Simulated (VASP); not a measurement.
# HfC (rock salt type) (R3m) in VASP: notebook

The runs below take HfC (rock salt type) through single point, with HSE06, PBE.

All numbers are computed with VASP 6.6.1; they aren't measurements. Logs are shortened: lines on timing, memory, paths and dates and some standing lists are left out, and cuts for length are marked.

### 1 The cell of the first run

It takes space group R3m (No. 160, trigonal). Conventional cell: a = 3.288 Å, b = 3.288 Å, c = 8.054 Å, α = 90.00°, β = 90.00°, γ = 120.00°. Hf (site symmetry 3m) has 6 C at 2.29 to 2.36 Å within 3.0 Å. Within 3.0 Å of C (site symmetry 3m) lie 6 Hf at 2.29 to 2.36 Å.

### 2 Single point, HSE06

The input, POSCAR:

```
HfC
1.0
    0.0000000000      2.3250000000      2.3250000000
    2.3250000000      0.0000000000      2.3250000000
    2.3250000000      2.3250000000      0.0000000000
Hf C
1 1
Direct
    0.0074496809      0.0074496809      0.0074496809
    0.5000000000      0.5000000000      0.5000000000
```

The input, INCAR.step1:

```
SYSTEM = HfC
ALGO = Normal
EDIFF = 1E-5
ENCUT = 520
GGA = PE
ISIF = 2
ISMEAR = -1
LASPH = .TRUE.
LCHARG = .FALSE.
LREAL = .FALSE.
LWAVE = .TRUE.
NBANDS = 14
NELM = 80
PREC = Accurate
SIGMA = 0.1
```

The input, INCAR.step2:

```
SYSTEM = HfC
ALGO = Normal
EDIFF = 1E-7
ENCUT = 520
GGA = PE
HFSCREEN = 0.2079
ISIF = 2
ISMEAR = -1
ISTART = 1
LASPH = .TRUE.
LCHARG = .FALSE.
LHFCALC = .TRUE.
LREAL = .FALSE.
LWAVE = .FALSE.
NBANDS = 14
NELM = 80
PREC = Accurate
PRECFOCK = Normal
SIGMA = 0.1
```

The input, KPOINTS:

```
k-points
0
G
  4 4 4
  0 0 0
```

Potentials or basis: VASP PAW PBE potentials, release 64 (Hf_pv, C).

Run with:

```console
> cat potpaw_PBE.64/Hf_pv/POTCAR potpaw_PBE.64/C/POTCAR > POTCAR
> cp INCAR.step1 INCAR
> mpirun -np 1 vasp_std > vasp.out
> cp INCAR.step2 INCAR
> mpirun -np 1 vasp_std > vasp.out
```

OUTCAR:

```text
SYSTEM = HfC
   EDIFF = 1E-7
   ENCUT = 520
   GGA = PE
   HFSCREEN = 0.2079
   ISIF = 2
   ISMEAR = -1
   ISTART = 1
   LASPH = .TRUE.
   LHFCALC = .TRUE.
   LREAL = .FALSE.
   NELM = 80
   PREC = Accurate
   PRECFOCK = Normal

 ion  position               nearest neighbor table
   1  0.007  0.007  0.007-   2 2.29   2 2.29   2 2.29   2 2.36   2 2.36   2 2.36
   2  0.500  0.500  0.500-   1 2.29   1 2.29   1 2.29   1 2.36   1 2.36   1 2.36

  LATTYP: Found a face centered cubic cell.
 ALAT       =     4.6500000000

  Lattice vectors:

 A1 = (   0.0000000000,   2.3250000000,   2.3250000000)
 A2 = (   2.3250000000,   0.0000000000,   2.3250000000)
 A3 = (   2.3250000000,   2.3250000000,   0.0000000000)

Analysis of symmetry for initial positions (statically):
=====================================================================
 Subroutine PRICEL returns:
 Original cell was already a primitive cell.

 Routine SETGRP: Setting up the symmetry group for a
 face centered cubic supercell.

 Subroutine GETGRP returns: Found  6 space group operations
 (whereof  6 operations were pure point group operations)
 out of a pool of 48 trial point group operations.

The static configuration has the point symmetry C_3v.

Analysis of symmetry for dynamics (positions and initial velocities):
=====================================================================
 Subroutine PRICEL returns:
 Original cell was already a primitive cell.

 Routine SETGRP: Setting up the symmetry group for a
 face centered cubic supercell.

 Subroutine GETGRP returns: Found  6 space group operations
 (whereof  6 operations were pure point group operations)
 out of a pool of 48 trial point group operations.

The dynamic configuration has the point symmetry C_3v.

 Subroutine INISYM returns: Found  6 space group operations
 (whereof  6 operations are pure point group operations),
 and found     1 'primitive' translations

----------------------------------------------------------------------------------------

                                     Primitive cell

  volume of cell :      25.1362

  direct lattice vectors                    reciprocal lattice vectors
     0.000000000  2.325000000  2.325000000    -0.215053763  0.215053763  0.215053763
     2.325000000  0.000000000  2.325000000     0.215053763 -0.215053763  0.215053763
     2.325000000  2.325000000  0.000000000     0.215053763  0.215053763 -0.215053763

  length of vectors
     3.288046533  3.288046533  3.288046533     0.372484045  0.372484045  0.372484045

  position of ions in fractional coordinates (direct lattice)
     0.007449681  0.007449681  0.007449681
     0.500000000  0.500000000  0.500000000

  ion indices of the primitive-cell ions
   primitive index   ion index
                 1           1
                 2           2

----------------------------------------------------------------------------------------

 KPOINTS: k-points

Automatic generation of k-mesh.
 Grid dimensions read from file:
 generate k-points for:    4    4    4

 Generating k-lattice:

  Cartesian coordinates                     Fractional coordinates (reciprocal lattice)
    -0.053763441  0.053763441  0.053763441     0.250000000  0.000000000  0.000000000
     0.053763441 -0.053763441  0.053763441     0.000000000  0.250000000  0.000000000
     0.053763441  0.053763441 -0.053763441     0.000000000  0.000000000  0.250000000

  Length of vectors
     0.093121011  0.093121011  0.093121011

  Shift w.r.t. Gamma in fractional coordinates (k-lattice)
     0.000000000  0.000000000  0.000000000

 Subroutine IBZKPT returns following result:
 ===========================================

 Found     13 irreducible k-points:

 Following reciprocal coordinates:
            Coordinates               Weight
  0.000000  0.000000  0.000000      1.000000
  0.250000  0.000000  0.000000      6.000000
  0.250000  0.250000  0.250000      2.000000
  0.500000  0.000000  0.000000      3.000000
  0.500000  0.500000  0.500000      1.000000
  0.250000  0.250000  0.000000      6.000000
  0.500000  0.250000  0.000000     12.000000
  0.250000  0.250000 -0.250000      6.000000
  0.500000  0.250000  0.500000      6.000000
 -0.250000  0.250000  0.000000      6.000000
  0.250000  0.250000  0.500000      6.000000
  0.500000  0.500000  0.000000      3.000000
 -0.250000  0.500000  0.250000      6.000000
   k-points           NKPTS =     13   k-points in BZ     NKDIM =     64   number of bands    NBANDS=     14
   number of dos      NEDOS =    301   number of ions     NIONS =      2
   total plane-waves  NPLWV =  13824
   dimension x,y,z NGX =    24 NGY =   24 NGZ =   24
   dimension x,y,z NGXF=    48 NGYF=   48 NGZF=   48
   ions per type =               1   1
   NGX,Y,Z   is equivalent  to a cutoff of  12.13, 12.13, 12.13 a.u.
   NGXF,Y,Z  is equivalent  to a cutoff of  24.27, 24.27, 24.27 a.u.
 SYSTEM =  HfC
   PREC   = accura    normal or accurate (medium, high low for compatibility)
   ISTART =      1    job   : 0-new  1-cont  2-samecut
   ICHARG =      0    charge: 1-file 2-atom 10-const
   ISPIN  =      1    spin polarized calculation?
   LNONCOLLINEAR =      F non collinear calculations
   LSORBIT =      F    spin-orbit coupling
   LASPH  =      T    aspherical Exc in radial PAW
   ENCUT  =  520.0 eV  38.22 Ry    6.18 a.u.   6.11  6.11  6.11*2*pi/ulx,y,z
   NELM   =     80;   NELMIN=  2; NELMDL=  0     # of ELM steps
   EDIFF  = 0.1E-06   stopping-criterion for ELM
   LREAL  =      F    real-space projection
   EDIFFG = 0.1E-05   stopping-criterion for IOM
   NSW    =      0    number of steps for IOM
   IBRION =     -1    ionic relax: 0-MD 1-quasi-New 2-CG
   NFREE  =      0    steps in history (QN), initial steepest desc. (CG)
   ISIF   =      2    stress and relaxation
   ISYM   =      3    0-nonsym 1-usesym 2-fastsym
   POTIM  = 0.5000    time-step for ionic-motion
   TEBEG  =    0.0;   TEEND  =   0.0 temperature during run
   PSTRESS=    0.0 pullay stress
   NELECT =      14.0000    total number of electrons
   NUPDOWN=      -1.0000    fix difference up-down
   EMIN   =  10.00;   EMAX   =-10.00  energy-range for DOS
   EFERMI =   0.00;   METHOD = LEGACY
   ISMEAR =    -1;   SIGMA  =   0.10  broadening in eV -4-tet -1-fermi 0-gaus
   EFERMI_NEDOS =   21; number of points for ismear=-14 and -15
   IALGO  =     38    algorithm
   IMIX   =      1    mixing-type and parameters
     AMIX     =   0.40;   BMIX     =  1.00
     AMIX_MAG =   1.60;   BMIX_MAG =  1.00
  volume/ion in A,a.u.               =      12.57        84.81
  Fermi-wavevector in a.u.,A,eV,Ry     =   1.346949  2.545365 24.684672  1.814272
  Thomas-Fermi vector in A             =   2.474740
   LORBIT       =      0    0 simple, 1 ext, 2 COOP (PROOUT), +10 PAW based schemes
   GGA     = PE    functional components
   LHFCALC =     T    Hartree Fock is set to
   PRECFOCK=normal    Normal, Fast or Accurate (Low or Medium for compatibility)
   ENCUT4O =  -1.0   cutoff for four orbital integrals eV
   NKREDX  =     1    reduce k-point grid by
   NKREDY  =     1    reduce k-point grid by
   NKREDZ  =     1    reduce k-point grid by
   AEXX    =    0.2500 exact exchange contribution
   HFSCREEN=    0.2079 screening length (either q_TF or 0.3 A-1)
   HFSCREENC=   0.2079 screening length for correlation (either q_TF or 0.3 A-1)
   ENCUTFOCK=  -1.0 apply spherical cutoff to Coloumb kernel
   IVDW    =     0    specifies the selected vdW correction
   LEPSILON=     F    determine dielectric tensor
   LRPA    =     F    only Hartree local field effects (RPA)
 non-spin polarized calculation
  energy-cutoff  :      520.00
  volume of cell :       25.14
 maximum number of plane-waves:       700
  NGX = 20; NGY = 20; NGZ = 20

 number of electron      14.0000000 magnetization

 Free energy of the ion-electron system (eV)
  ---------------------------------------------------
  ext. energy  EPLUGINS =         0.00000000
  ---------------------------------------------------
  free energy    TOTEN  =       -23.90675561 eV

  energy without entropy =      -23.88619366  energy(sigma->0) =      -23.89647464

 E-fermi :   5.6336     XC(G=0): -10.0602

 val. band max:        5.5943529108   @ k =   0.5000   0.5000   0.0000
 cond. band min:       5.7418103311   @ k =   0.2500   0.2500   0.0000
 fundamental gap:      0.1474574203
 Fermi energy:         5.6335991165

 k-point     1 :       0.0000    0.0000    0.0000
  band No.  band energies     occupation
      1     -26.0362      2.00000
      2     -26.0362      2.00000
      3     -26.0358      2.00000
      4      -8.2392      2.00000
      5       6.6230      0.00010
      6       6.7174      0.00004
      7       6.7174      0.00004
      8       7.7524      0.00000
      9       7.7524      0.00000
     10       7.9563      0.00000
     11       9.7330      0.00000
     12       9.7330      0.00000
     13      13.5548      0.00000
     14      17.5743      0.00000

 k-point     2 :       0.2500    0.0000    0.0000
  band No.  band energies     occupation
      1     -26.4329      2.00000
      2     -26.0715      2.00000
      3     -26.0709      2.00000
      4      -6.6730      2.00000
      5       2.2166      2.00000
      6       3.6757      2.00000
      7       3.7280      2.00000
      8       9.3199      0.00000
      9       9.4678      0.00000
     10       9.5273      0.00000
     11      14.2634      0.00000
     12      14.2945      0.00000
     13      15.9091      0.00000
     14      20.7542      0.00000
[... 156 lines left out ...]
      1     -26.7100      2.00000
      2     -26.2937      2.00000
      3     -26.2935      2.00000
      4      -6.1633      2.00000
      5       2.4914      2.00000
      6       3.9367      2.00000
      7       5.4023      1.81994
      8       5.5944      1.19375
      9      11.7639      0.00000
     10      13.4899      0.00000
     11      13.4934      0.00000
     12      15.1057      0.00000
     13      16.1065      0.00000
     14      19.6139      0.00000

 k-point    13 :      -0.2500    0.5000    0.2500
  band No.  band energies     occupation
      1     -26.5062      2.00000
      2     -26.5045      2.00000
      3     -26.3074      2.00000
      4      -5.3492      2.00000
      5       2.2145      2.00000
      6       2.4917      2.00000
      7       2.5297      2.00000
      8      10.1295      0.00000
      9      10.1392      0.00000
     10      13.5090      0.00000
     11      13.6744      0.00000
     12      14.9704      0.00000
     13      20.3848      0.00000
     14      20.9618      0.00000

------------------------ aborting loop because EDIFF is reached ----------------------------------------

  FORCE on cell =-STRESS in cart. coord.  units (eV):
  Direction    XX          YY          ZZ          XY          YZ          ZX
  --------------------------------------------------------------------------------------
  -------------------------------------------------------------------------------------
  Total       -0.5511211     -0.5511211     -0.5511211     -0.1189617     -0.1189617     -0.1189617
  in kB      -35.1284316    -35.1284316    -35.1284316     -7.5826102     -7.5826102     -7.5826102
  external PRESSURE =     -35.1284316 kB  Pullay stress =       0.0000000 kB

 VOLUME and BASIS-vectors are now :
 -----------------------------------------------------------------------------
  energy-cutoff  :      520.00
  volume of cell :       25.14
      direct lattice vectors                 reciprocal lattice vectors
     0.000000000  2.325000000  2.325000000    -0.215053763  0.215053763  0.215053763
     2.325000000  0.000000000  2.325000000     0.215053763 -0.215053763  0.215053763
     2.325000000  2.325000000  0.000000000     0.215053763  0.215053763 -0.215053763

 POSITION                                       TOTAL-FORCE (eV/Angst)
 -----------------------------------------------------------------------------------
      0.03464      0.03464      0.03464        -0.021569     -0.021569     -0.021569
      2.32500      2.32500      2.32500         0.021569      0.021569      0.021569
 -----------------------------------------------------------------------------------
    total drift:                                0.000034      0.000033      0.000036

  FREE ENERGIE OF THE ION-ELECTRON SYSTEM (eV)
  ---------------------------------------------------
  free  energy   TOTEN  =       -23.9067556149 eV

  energy  without entropy=      -23.8861936606  energy(sigma->0) =      -23.89647464
```

Run time: 3.4 min. Hardware: 1 thread of Intel Xeon 6975P-C (Granite Rapids), shared host; peak memory 0.25 GiB.

Results:

- Free energy: -23.9068 eV
- Pressure: -3.5 GPa
- Largest force: 0.037 eV/Å
- Band gap on the k mesh: zero (band 7 reaches 6.72 eV, above the bottom of band 8 at 5.59 eV)

Forces on the atoms (eV/Å):
```
Hf  -0.022 -0.022 -0.022
C    0.022  0.022  0.022
```

Levels at points of the mesh, in eV from the Fermi level:
```tsv
k point	band 3	band 4	band 5	band 6	band 7	band 8	band 9	band 10	band 11	band 12
(0.00, 0.00, 0.00)	-31.67	-13.87	0.99	1.08	1.08	2.12	2.12	2.32	4.10	4.10
(0.50, 0.00, 0.00)	-31.74	-9.79	-6.90	-3.40	-3.38	6.36	6.37	6.91	7.30	12.73
(0.50, 0.50, 0.50)	-31.74	-9.79	-6.89	-3.42	-3.42	6.38	6.38	6.88	7.38	12.85
(0.50, 0.50, 0.00)	-31.93	-11.80	-3.14	-1.70	-0.23	-0.04	6.13	7.86	7.86	9.47
```

Caveat: the k points lie up to 0.59 Å⁻¹ apart; the PAW data sets were made with another functional, which shifts forces and pressure a little; spin-orbit coupling is left out, which moves the levels of the heavy elements.

### 3 Single point, HSE06

POSCAR is that of step 2.

The input, INCAR.step1:

```
  PREC = Accurate
  ENCUT = 520
  EDIFF = 1E-5
  ISMEAR = -1
  SIGMA = 0.1
  LREAL = F
  LASPH = T
  NELM = 60
  ALGO = Normal
  ISIF = 2
  LWAVE = T
  LCHARG = F
  NBANDS = 14
  GGA = PE
```

The input, INCAR.step2:

```
  PREC = Accurate
  ENCUT = 520
  EDIFF = 1E-7
  ISMEAR = -1
  SIGMA = 0.1
  LREAL = F
  LASPH = T
  NELM = 60
  ALGO = Normal
  ISIF = 2
  LWAVE = F
  LCHARG = F
  GGA = PE
  LHFCALC = T
  HFSCREEN = 0.2079
  PRECFOCK = Normal
  NBANDS = 14
  ISTART = 1
```

The input, KPOINTS:

```
regular mesh
0
Gamma
  4 4 4
```

Potentials or basis: VASP PAW PBE potentials, release 64 (Hf_pv, C).

Run with:

```console
> cat potpaw_PBE.64/Hf_pv/POTCAR potpaw_PBE.64/C/POTCAR > POTCAR
> cp INCAR.step1 INCAR
> mpirun -np 1 vasp_std > vasp.out
> cp INCAR.step2 INCAR
> mpirun -np 1 vasp_std > vasp.out
```

It took 3.3 min on 1 thread of Intel Xeon 6975P-C (Granite Rapids), shared host; peak memory 0.25 GiB.

The run converged. Its results:

* Free energy: -23.9068 eV
* Pressure: -3.5 GPa
* Largest force: 0.037 eV/Å
* Band gap on the k mesh: zero (band 7 reaches 6.72 eV, above the bottom of band 8 at 5.59 eV)

Forces in eV/Å, atoms in the order of the input:
```
Hf  -0.022 -0.022 -0.022
C    0.022  0.022  0.022
```

Stress tensor (GPa, compression positive):
```
-3.51 -0.76 -0.76
-0.76 -3.51 -0.76
-0.76 -0.76 -3.51
```

Levels at points of the mesh, in eV from the Fermi level:
| k point | band 3 | band 4 | band 5 | band 6 | band 7 | band 8 | band 9 | band 10 | band 11 | band 12 |
| --- | --- | --- | --- | --- | --- | --- | --- | --- | --- | --- |
| (0.00, 0.00, 0.00) | -31.67 | -13.87 | 0.99 | 1.08 | 1.08 | 2.12 | 2.12 | 2.32 | 4.10 | 4.10 |
| (0.50, 0.00, 0.00) | -31.74 | -9.79 | -6.90 | -3.40 | -3.38 | 6.36 | 6.37 | 6.91 | 7.30 | 12.73 |
| (0.50, 0.50, 0.50) | -31.74 | -9.79 | -6.89 | -3.42 | -3.42 | 6.38 | 6.38 | 6.88 | 7.38 | 12.85 |
| (0.50, 0.50, 0.00) | -31.93 | -11.80 | -3.14 | -1.70 | -0.23 | -0.04 | 6.13 | 7.86 | 7.86 | 9.47 |

Caveat: the k points lie up to 0.59 Å⁻¹ apart; the PAW data sets were made with another functional, which shifts forces and pressure a little; spin-orbit coupling is left out, which moves the levels of the heavy elements.

### 4 Single point, PBE

The input, INCAR:

```
  ALGO = Normal
  EDIFF = 1E-6
  ENCUT = 520
  GGA = PE
  ISIF = 2
  ISMEAR = -1
  LASPH = T
  LCHARG = F
  LREAL = F
  LWAVE = F
  NBANDS = 14
  NELM = 80
  PREC = Accurate
  SIGMA = 0.1
```

The input, KPOINTS:

```
k-points
0
Gamma
  4 4 4
```

POSCAR is that of step 3.

Run with:

```console
> cat potpaw_PBE.64/Hf_pv/POTCAR potpaw_PBE.64/C/POTCAR > POTCAR
> mpirun -np 1 vasp_std > vasp.out
```

Run time: 5 s. Hardware: 1 thread of AMD EPYC 7R13 (Zen 3), shared host; peak memory 0.11 GiB.

It converged, with:

```yaml
Free_energy: -20.9739 eV
Pressure: -0.5 GPa
Largest_force: 0.354 eV/Å
Band_gap_on_the_k_mesh: zero (band 7 reaches 6.79 eV, above the bottom of band 8 at 5.74 eV)
```

Forces on the atoms (eV/Å):
```
Hf  -0.205 -0.205 -0.205
C    0.205  0.205  0.205
```

Stress tensor (GPa, compression positive):
```
-0.55 -0.47 -0.47
-0.47 -0.55 -0.47
-0.47 -0.47 -0.55
```

Levels at points of the mesh, in eV from the Fermi level:
```tsv
k point	band 3	band 4	band 5	band 6	band 7	band 8	band 9	band 10	band 11	band 12
(0.00, 0.00, 0.00)	-29.40	-12.19	0.85	0.98	0.98	1.63	1.63	1.82	3.61	3.61
(0.50, 0.00, 0.00)	-29.47	-8.46	-6.00	-2.85	-2.84	5.46	5.47	5.92	6.67	11.45
(0.50, 0.50, 0.50)	-29.47	-8.47	-5.99	-2.86	-2.86	5.48	5.48	5.91	6.73	11.54
(0.50, 0.50, 0.00)	-29.63	-10.29	-2.46	-1.67	0.01	0.08	5.48	6.90	6.90	8.56
```

Caveat: the k points lie up to 0.59 Å⁻¹ apart; spin-orbit coupling is left out, which moves the levels of the heavy elements.
